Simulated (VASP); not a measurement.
Yb, 1 atom in the cell. The structure is cubic, space group Fm-3m (No. 225). The conventional cell has a = 4.406 Å, b = 4.406 Å, c = 4.406 Å, α = 90.00°, β = 90.00°, γ = 90.00°. Yb (site symmetry m-3m) has 12 Yb at 3.12 Å within 4.1 Å. 

```yaml
Program: VASP 6.6.1
Task: relaxation of cell and atoms
Functional: PBE
Potentials_or_basis: VASP PAW PBE potentials, release 64 (Yb)
Cutoff: 600 eV
k_mesh: 15 × 15 × 15
Occupations: fermi-dirac, width 0.05 eV
Spin: no spin polarisation
Target_pressure: 23 GPa
Dipole_correction: no
Further_INCAR_settings: ALGO = Normal; EDIFF = 1e-07; IBRION = 2; EDIFFG = -0.005; NSW = 32; ISIF = 3
```

Potentials or basis: VASP PAW PBE potentials, release 64 (Yb).

The run is started by

```bash
$ cat potpaw_PBE.64/Yb/POTCAR > POTCAR
$ mpirun -np 1 vasp_std > vasp.out
```

Hardware: 1 thread of Intel(R) Xeon(R) Platinum 8259CL CPU @ 2.50GHz (Skylake/Cascade Lake), on a shared host.

Task: How long does it take, and how much memory?

Result: Wall time 6.9 min on 1 thread of Intel(R) Xeon(R) Platinum 8259CL CPU @ 2.50GHz (Skylake/Cascade Lake) (shared host), peak memory 0.22 GiB. Counts: scf iterations 82, k points 120, ion steps 8.
